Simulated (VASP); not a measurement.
# TiAl3 (Pmm2) in VASP: a series of runs

Aim: see how the results for TiAl3 move with the level of theory and the settings. Levels: PBEsol, PBE. Tasks: relaxation of cell and atoms, single point.

All numbers are computed with VASP 6.6.1; they aren't measurements. Logs are shortened: lines on timing, memory, paths and dates and some standing lists are left out, and cuts for length are marked.

## 1. The cell of the first run

It takes space group Pmm2 (No. 25, orthorhombic). The conventional cell has a = 2.840 Å, b = 4.681 Å, c = 4.901 Å, α = 90.00°, β = 90.00°, γ = 90.00°. Ti (site symmetry mm2) has 10 Al at 2.83 to 2.85 Å and 2 Ti at 2.84 Å within 3.7 Å. Within 3.7 Å of Al (site symmetry mm2) lie 10 Al at 2.81 to 2.86 Å and 2 Ti at 2.85 Å. Al (site symmetry mm2) has 8 Al at 2.81 to 2.86 Å and 4 Ti at 2.85 Å within 3.7 Å. Within 3.7 Å of Al (site symmetry mm2) lie 4 Ti at 2.83 to 2.84 Å and 8 Al at 2.84 to 2.86 Å.

## 2. Relaxation of cell and atoms, PBEsol, target pressure 30 GPa, at which the enthalpy is minimised

The input, INCAR:

```
SYSTEM = TiAl3
ALGO = Normal
EDIFF = 1E-6
EDIFFG = -0.01
ENCUT = 600
GGA = PS
IBRION = 2
ISIF = 3
ISMEAR = -1
LASPH = .True.
LCHARG = .False.
LREAL = .False.
LWAVE = .False.
NELM = 100
NSW = 60
PREC = Accurate
PSTRESS = 300.0
SIGMA = 0.05
```

The input, KPOINTS:

```
k-points
0
Gamma
  9 6 6
  0 0 0
```

The input, POSCAR:

```
TiAl3
1.0
    2.8396770000      0.0000000000      0.0000000000
    0.0000000000      4.6812640000      0.0000000000
    0.0000000000      0.0000000000      4.9007420000
Ti Al
1 3
Direct
    0.0000000000      0.5000000000      0.1659160000
    0.0000000000      0.0000000000      0.8359000000
    0.5000000000      0.0000000000      0.3309120000
    0.5000000000      0.5000000000      0.6672710000
```

Potentials or basis: VASP PAW PBE potentials, release 64 (Ti_sv, Al).

Started as:

```console
$ cat potpaw_PBE.64/Ti_sv/POTCAR potpaw_PBE.64/Al/POTCAR > POTCAR
$ mpirun -np 1 vasp_std > vasp.out
```

OUTCAR:

```text
SYSTEM = TiAl3
   EDIFF = 1E-6
   EDIFFG = -0.01
   ENCUT = 600
   GGA = PS
   IBRION = 2
   ISIF = 3
   ISMEAR = -1
   LASPH = .True.
   LREAL = .False.
   NELM = 100
   NSW = 60
   PREC = Accurate
   PSTRESS = 300.0

 ion  position               nearest neighbor table
   1  0.000  0.500  0.166-   4 2.83   4 2.83   4 2.84   4 2.84   2 2.85   2 2.85   3 2.85   3 2.85
                             3 2.85   3 2.85
   2  0.000  0.000  0.836-   3 2.81   3 2.81   1 2.85   1 2.85   3 2.85   3 2.85   4 2.86   4 2.86
                             4 2.86   4 2.86
   3  0.500  0.000  0.331-   2 2.81   2 2.81   2 2.85   2 2.85   1 2.85   1 2.85   1 2.85   1 2.85
                             4 2.86   4 2.86
   4  0.500  0.500  0.667-   1 2.83   1 2.83   1 2.84   1 2.84   2 2.86   2 2.86   2 2.86   2 2.86
                             3 2.86   3 2.86

  LATTYP: Found a simple orthorhombic cell.
 ALAT       =     2.8396770000
 B/A-ratio  =     1.6485198845
 C/A-ratio  =     1.7258096607

  Lattice vectors:

 A1 = (   2.8396770000,   0.0000000000,   0.0000000000)
 A2 = (   0.0000000000,   4.6812640000,   0.0000000000)
 A3 = (   0.0000000000,   0.0000000000,   4.9007420000)

Analysis of symmetry for initial positions (statically):
=====================================================================
 Subroutine PRICEL returns:
 Original cell was already a primitive cell.

 Routine SETGRP: Setting up the symmetry group for a
 simple orthorhombic supercell.

 Subroutine GETGRP returns: Found  4 space group operations
 (whereof  4 operations were pure point group operations)
 out of a pool of  8 trial point group operations.

The static configuration has the point symmetry C_2v.

Analysis of symmetry for dynamics (positions and initial velocities):
=====================================================================
 Subroutine PRICEL returns:
 Original cell was already a primitive cell.

 Routine SETGRP: Setting up the symmetry group for a
 simple orthorhombic supercell.

 Subroutine GETGRP returns: Found  4 space group operations
 (whereof  4 operations were pure point group operations)
 out of a pool of  8 trial point group operations.

The dynamic configuration has the point symmetry C_2v.

 Subroutine INISYM returns: Found  4 space group operations
 (whereof  4 operations are pure point group operations),
 and found     1 'primitive' translations

----------------------------------------------------------------------------------------

                                     Primitive cell

  volume of cell :      65.1469

  direct lattice vectors                    reciprocal lattice vectors
     2.839677000  0.000000000  0.000000000     0.352152727  0.000000000  0.000000000
     0.000000000  4.681264000  0.000000000     0.000000000  0.213617519  0.000000000
     0.000000000  0.000000000  4.900742000     0.000000000  0.000000000  0.204050734

  length of vectors
     2.839677000  4.681264000  4.900742000     0.352152727  0.213617519  0.204050734

  position of ions in fractional coordinates (direct lattice)
     0.000000000  0.500000000  0.165916000
     0.000000000  0.000000000  0.835900000
     0.500000000  0.000000000  0.330912000
     0.500000000  0.500000000  0.667271000

  ion indices of the primitive-cell ions
   primitive index   ion index
                 1           1
                 2           2
                 3           3
                 4           4

----------------------------------------------------------------------------------------

 KPOINTS: k-points

Automatic generation of k-mesh.
 Grid dimensions read from file:
 generate k-points for:    9    6    6

 Generating k-lattice:

  Cartesian coordinates                     Fractional coordinates (reciprocal lattice)
     0.039128081  0.000000000  0.000000000     0.111111111  0.000000000  0.000000000
     0.000000000  0.035602920  0.000000000     0.000000000  0.166666667  0.000000000
     0.000000000  0.000000000  0.034008456     0.000000000  0.000000000  0.166666667

  Length of vectors
     0.039128081  0.035602920  0.034008456

  Shift w.r.t. Gamma in fractional coordinates (k-lattice)
     0.000000000  0.000000000  0.000000000

 Subroutine IBZKPT returns following result:
 ===========================================

 Found     80 irreducible k-points:

 Following reciprocal coordinates:
            Coordinates               Weight
  0.000000  0.000000  0.000000      1.000000
  0.111111  0.000000  0.000000      2.000000
  0.222222  0.000000  0.000000      2.000000
  0.333333  0.000000  0.000000      2.000000
  0.444444  0.000000  0.000000      2.000000
  0.000000  0.166667  0.000000      2.000000
[... 16 lines left out ...]
  0.222222  0.000000  0.166667      4.000000
  0.333333  0.000000  0.166667      4.000000
 [... further k-points ...]
   k-points           NKPTS =     80   k-points in BZ     NKDIM =     80   number of bands    NBANDS=     14
   number of dos      NEDOS =    301   number of ions     NIONS =      4
   total plane-waves  NPLWV =  38400
   dimension x,y,z NGX =    24 NGY =   40 NGZ =   40
   dimension x,y,z NGXF=    48 NGYF=   80 NGZF=   80
   ions per type =               1   3
   NGX,Y,Z   is equivalent  to a cutoff of  14.05, 14.21, 13.57 a.u.
   NGXF,Y,Z  is equivalent  to a cutoff of  28.10, 28.41, 27.14 a.u.
 SYSTEM =  TiAl3
   PREC   = accura    normal or accurate (medium, high low for compatibility)
   ISTART =      0    job   : 0-new  1-cont  2-samecut
   ICHARG =      2    charge: 1-file 2-atom 10-const
   ISPIN  =      1    spin polarized calculation?
   LNONCOLLINEAR =      F non collinear calculations
   LSORBIT =      F    spin-orbit coupling
   LASPH  =      T    aspherical Exc in radial PAW
   ENCUT  =  600.0 eV  44.10 Ry    6.64 a.u.   5.67  9.35  9.79*2*pi/ulx,y,z
   NELM   =    100;   NELMIN=  2; NELMDL= -5     # of ELM steps
   EDIFF  = 0.1E-05   stopping-criterion for ELM
   LREAL  =      F    real-space projection
   EDIFFG = -.1E-01   stopping-criterion for IOM
   NSW    =     60    number of steps for IOM
   IBRION =      2    ionic relax: 0-MD 1-quasi-New 2-CG
   NFREE  =      1    steps in history (QN), initial steepest desc. (CG)
   ISIF   =      3    stress and relaxation
   ISYM   =      2    0-nonsym 1-usesym 2-fastsym
   POTIM  = 0.5000    time-step for ionic-motion
   TEBEG  =    0.0;   TEEND  =   0.0 temperature during run
   PSTRESS=  300.0 pullay stress
   NELECT =      21.0000    total number of electrons
   NUPDOWN=      -1.0000    fix difference up-down
   EMIN   =  10.00;   EMAX   =-10.00  energy-range for DOS
   EFERMI =   0.00;   METHOD = LEGACY
   ISMEAR =    -1;   SIGMA  =   0.05  broadening in eV -4-tet -1-fermi 0-gaus
   EFERMI_NEDOS =   21; number of points for ismear=-14 and -15
   IALGO  =     38    algorithm
   IMIX   =      4    mixing-type and parameters
     AMIX     =   0.40;   BMIX     =  1.00
     AMIX_MAG =   1.60;   BMIX_MAG =  1.00
  volume/ion in A,a.u.               =      16.29       109.91
  Fermi-wavevector in a.u.,A,eV,Ry     =   1.122492  2.121202 17.143184  1.259988
  Thomas-Fermi vector in A             =   2.259152
   LORBIT       =      0    0 simple, 1 ext, 2 COOP (PROOUT), +10 PAW based schemes
   GGA     = PS    functional components
   LHFCALC =     F    Hartree Fock is set to
   AEXX    =    0.0000 exact exchange contribution
   IVDW    =     0    specifies the selected vdW correction
   LEPSILON=     F    determine dielectric tensor
   LRPA    =     F    only Hartree local field effects (RPA)
 conjugate gradient relaxation of ions
 non-spin polarized calculation
  energy-cutoff  :      600.00
  volume of cell :       65.15
 maximum number of plane-waves:      2198
 NGX is ok and might be reduce to    24
   NGX = 11   NGY = 19   NGZ = 19

--------------------------------------- Ionic step        1  -------------------------------------------

 number of electron      20.9999997 magnetization

 Free energy of the ion-electron system (eV)
  ---------------------------------------------------
  ext. energy  EPLUGINS =         0.00000000
  ---------------------------------------------------
  free energy    TOTEN  =       -21.58352664 eV

  energy without entropy =      -21.56148794  energy(sigma->0) =      -21.57250729

 E-fermi :   7.9820     XC(G=0): -10.7129

 val. band max:        7.9752220044   @ k =   0.2222   0.5000   0.3333
 cond. band min:       7.9864518342   @ k =   0.2222   0.3333   0.3333
 fundamental gap:      0.0112298298
 Fermi energy:         7.9820467795

 k-point     1 :       0.0000    0.0000    0.0000
  band No.  band energies     occupation
      1     -48.2877      2.00000
      2     -24.7173      2.00000
      3     -24.7133      2.00000
      4     -24.3481      2.00000
      5      -2.1345      2.00000
      6       2.9228      2.00000
      7       4.1640      2.00000
      8       4.5043      2.00000
      9       5.3555      2.00000
     10       7.2146      2.00000
     11       7.6178      1.99863
     12      10.3235      0.00000
     13      10.3917      0.00000
     14      10.6973      0.00000
[... 502 lines left out ...]
  FREE ENERGIE OF THE ION-ELECTRON SYSTEM (eV)
  ---------------------------------------------------
  free  energy   TOTEN  =       -20.8639103446 eV

  energy  without entropy=      -20.8450226087  energy(sigma->0) =      -20.85446648

  enthalpy is  TOTEN    =       -10.8862416074 eV   P V=        9.9776687372

[... ionic steps 4 to 10 ...]

--------------------------------------- Ionic step       11  -------------------------------------------

 number of electron      21.0000002 magnetization

------------------------ aborting loop because EDIFF is reached ----------------------------------------

  FORCE on cell =-STRESS in cart. coord.  units (eV):
  Direction    XX          YY          ZZ          XY          YZ          ZX
  --------------------------------------------------------------------------------------
  -------------------------------------------------------------------------------------
  Total        9.9381810      9.7001472      9.9159474      0.0000000      0.0000000      0.0000000
  in kB      304.3985257    297.1077404    303.7175283      0.0000000      0.0000000      0.0000000
  external PRESSURE =       1.7412648 kB  Pullay stress =     300.0000000 kB
[... 65 lines left out ...]
  enthalpy is  TOTEN    =       -10.9086837576 eV   P V=        9.7979080029

--------------------------------------- Ionic step       13  -------------------------------------------

 number of electron      21.0000002 magnetization

 Free energy of the ion-electron system (eV)
  ---------------------------------------------------
  ext. energy  EPLUGINS =         0.00000000
  ---------------------------------------------------
  free energy    TOTEN  =       -20.71066192 eV

  energy without entropy =      -20.69412108  energy(sigma->0) =      -20.70239150

 E-fermi :  10.3653     XC(G=0): -11.6178

 val. band max:       10.3548763449   @ k =   0.1111   0.5000   0.1667
 cond. band min:      10.3961267379   @ k =   0.1111   0.5000   0.3333
 fundamental gap:      0.0412503929
 Fermi energy:        10.3652879535

 k-point     1 :       0.0000    0.0000    0.0000
  band No.  band energies     occupation
      1     -45.3150      2.00000
      2     -21.8112      2.00000
      3     -21.8043      2.00000
      4     -21.1306      2.00000
      5      -1.0294      2.00000
      6       4.5847      2.00000
      7       6.1219      2.00000
      8       6.3189      2.00000
      9       7.5479      2.00000
     10       9.1535      2.00000
     11       9.7703      1.99999
     12      13.4924      0.00000
     13      13.5957      0.00000
     14      13.6869      0.00000
[... 422 lines left out ...]
  FREE ENERGIE OF THE ION-ELECTRON SYSTEM (eV)
  ---------------------------------------------------
  free  energy   TOTEN  =       -20.7106619248 eV

  energy  without entropy=      -20.6941210788  energy(sigma->0) =      -20.70239150

  enthalpy is  TOTEN    =       -10.9087983787 eV   P V=        9.8018635461

 reached required accuracy - stopping structural energy minimisation
```

It took 4.3 min on 1 thread of Intel Xeon 6975P-C (Granite Rapids), shared host; peak memory 0.26 GiB.

What came out:

```
Free energy                                                : -20.7107 eV
Relaxed volume                                             : 13.09 Å³/atom
Relaxed cell                                               : a = 2.590 Å, b = 4.375 Å, c = 4.620 Å, α = 90.00°, β = 90.00°, γ = 90.00°
Space group after relaxing (to 0.1 Å)                      : Pmm2 (No. 25)
Energy change on relaxing (the run minimises the enthalpy) : +218.2 meV/atom
Ionic steps                                                : 13
Pressure after relaxing                                    : 30.0 GPa
Largest force after relaxing                               : 0.007 eV/Å
Band gap on the k mesh                                     : zero (an odd number of electrons rules out a gap without spin polarisation)
```

Forces in eV/Å, atoms in the order of the input:
```
Ti   0.000  0.000 -0.007
Al   0.000  0.000 -0.003
Al   0.000  0.000  0.006
Al   0.000  0.000  0.004
```

The path:
| step | energy change (eV) | largest force (eV/Å) | pressure (GPa) | volume (Å³) |
| --- | --- | --- | --- | --- |
| 1 | 0.0000 | 0.0477 | -2.34 | 65.15 |
| 2 | 6.9867 | 0.4744 | 134.66 | 38.80 |
| 3 | 0.7196 | 0.1482 | 26.45 | 53.29 |
| 4 | 0.8449 | 0.1582 | 29.24 | 52.56 |
| 5 | 0.8881 | 0.1618 | 30.18 | 52.33 |
| 6 | 0.8838 | 0.0911 | 30.18 | 52.31 |
| 7 | 0.8845 | 0.1386 | 30.20 | 52.31 |
| 8 | 0.8617 | 0.0945 | 29.75 | 52.42 |
| 9 | 0.8378 | 0.0770 | 29.24 | 52.54 |
| 10 | 0.8640 | 0.0670 | 29.81 | 52.40 |
| 11 | 0.8806 | 0.0607 | 30.17 | 52.31 |
| 12 | 0.8769 | 0.0311 | 30.11 | 52.33 |
| 13 | 0.8729 | 0.0072 | 30.02 | 52.35 |

Final structure:
```yaml
crystal:
  lattice:
    - [2.58957, 0.00000, 0.00000]
    - [0.00000, 4.37510, 0.00000]
    - [0.00000, 0.00000, 4.62043]
  atoms:
    - { symbol: Ti, position: [0.00000, 0.50000, 0.16235] }
    - { symbol: Al, position: [0.00000, 0.00000, 0.84009] }
    - { symbol: Al, position: [0.50000, 0.00000, 0.33627] }
    - { symbol: Al, position: [0.50000, 0.50000, 0.66128] }
```

Caveat: the cell is relaxed towards a set pressure, so the run minimises the enthalpy, not the energy; the volume moved by over 15 % at a fixed basis, so the end points are rough; the PAW data sets were made with another functional, which shifts forces and pressure a little.

## 3. Single point, PBE

This run uses another cell than the first one, of 15.31 Å³/atom.

The input, INCAR:

```
SYSTEM = TiAl3
PREC     = Accurate       ! precision mode
ENCUT    = 520            ! plane-wave cutoff, eV
EDIFF    = 1E-6           ! SCF threshold, eV
ISMEAR   = -1             ! smearing method
SIGMA    = 0.05           ! smearing width, eV
LREAL    = .FALSE.        ! projectors in reciprocal space
LASPH    = .TRUE.         ! aspherical terms in the spheres
NELM     = 80             ! most SCF steps
ALGO     = Normal         ! electronic algorithm
ISIF     = 2              ! what is computed and relaxed
LWAVE    = .FALSE.        ! write WAVECAR
LCHARG   = .TRUE.         ! write CHGCAR
GGA      = PE             ! functional
LELF     = .TRUE.         ! ELF
LVHAR    = .TRUE.       
NBANDS   = 18             ! bands
```

The input, KPOINTS:

```
Automatic mesh
0
G
  9 6 6
  0 0 0
```

The input, POSCAR:

```
TiAl3
1.0
    2.7817081424      0.0000000000      0.0000000000
    0.0000000000      4.5857011856      0.0000000000
    0.0000000000      0.0000000000      4.8006987856
Ti Al
1 3
Direct
    0.0000000000      0.5000000000      0.1659160000
    0.0000000000      0.0000000000      0.8359000000
    0.5000000000      0.0000000000      0.3309120000
    0.5000000000      0.5000000000      0.6672710000
```

Potentials or basis: VASP PAW PBE potentials, release 64 (Ti_sv, Al).

Started as:

```console
$ cat potpaw_PBE.64/Ti_sv/POTCAR potpaw_PBE.64/Al/POTCAR > POTCAR
$ mpirun -np 1 vasp_std > vasp.out
```

Wall time 52 s (1 thread of Intel Xeon 8259CL, shared host); peak memory 0.23 GiB.

The run converged. Its results:

* Free energy: -19.9607 eV
* Pressure: 6.9 GPa
* Largest force: 0.071 eV/Å
* Band gap on the k mesh: zero (an odd number of electrons rules out a gap without spin polarisation)

Forces in eV/Å, atoms in the order of the input:
```
Ti   0.000  0.000 -0.010
Al   0.000  0.000 -0.014
Al   0.000  0.000  0.071
Al   0.000  0.000 -0.048
```

Stress tensor (GPa, compression positive):
```
4.62 0.00 0.00
0.00 7.88 0.00
0.00 0.00 8.11
```

Levels at points of the mesh, in eV from the Fermi level:
```
           k point  band 7  band 8  band 9  band 10  band 11  band 12  band 13  band 14  band 15  band 16
(0.00, 0.00, 0.00)   -3.91   -3.64   -2.66    -0.85    -0.40     2.53     2.60     2.92     2.93     3.35
(0.00, 0.50, 0.00)   -3.65   -3.17   -2.04    -1.52    -0.14     2.43     2.54     2.89     3.32     4.89
(0.00, 0.00, 0.50)   -3.59   -2.26   -2.10    -1.06    -0.29     2.41     2.43     2.62     3.41     4.40
(0.00, 0.50, 0.50)   -7.23   -4.92   -0.17    -0.02     0.80     2.45     2.46     3.83     5.26     5.47
```

Caveat: the cell stands under pressure.

[end of part 1 of 3]
